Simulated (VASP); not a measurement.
The system is Pt.

```
CELL_PARAMETERS angstrom
2.76067 0.00000 0.00000
-1.38033 2.39081 0.00000
0.00000 0.00000 4.79213
ATOMIC_POSITIONS crystal
Pt 0.66667 0.33333 0.75000
Pt 0.33333 0.66667 0.25000
```

Base run:

| Item | Value |
| --- | --- |
| Program | VASP 6.6.1 |
| Functional | LDA |
| Potentials or basis | VASP PAW LDA potentials, release 64 (Pt) |
| Cutoff | 520 eV |
| k mesh | 21 × 21 × 10 |
| Occupations | gaussian, width 0.15 eV |
| Spin | no spin polarisation |

Its results: band gap on the k mesh zero (band 10 reaches 10.67 eV, above the bottom of band 11 at 9.43 eV); pressure -15.2 GPa.

Problem. The run is repeated on the same cell with these changes: potentials or basis from VASP PAW LDA potentials, release 64 (Pt) to VASP PAW LDA potentials, release 64 (Pt_sv_GW); cutoff from 520 eV to 500 eV; further incar settings from ALGO = Fast; EDIFF = 1e-06; NBANDS = 17 to ALGO = Normal; EDIFF = 1e-06; NBANDS = 25; valence electrons from 20 to 36. What comes out?

Solution. Band gap on the k mesh zero (band 18 reaches 10.05 eV, above the bottom of band 19 at 8.81 eV); pressure -18.2 GPa.

Caveats: spin-orbit coupling is left out, which moves the levels of the heavy elements.
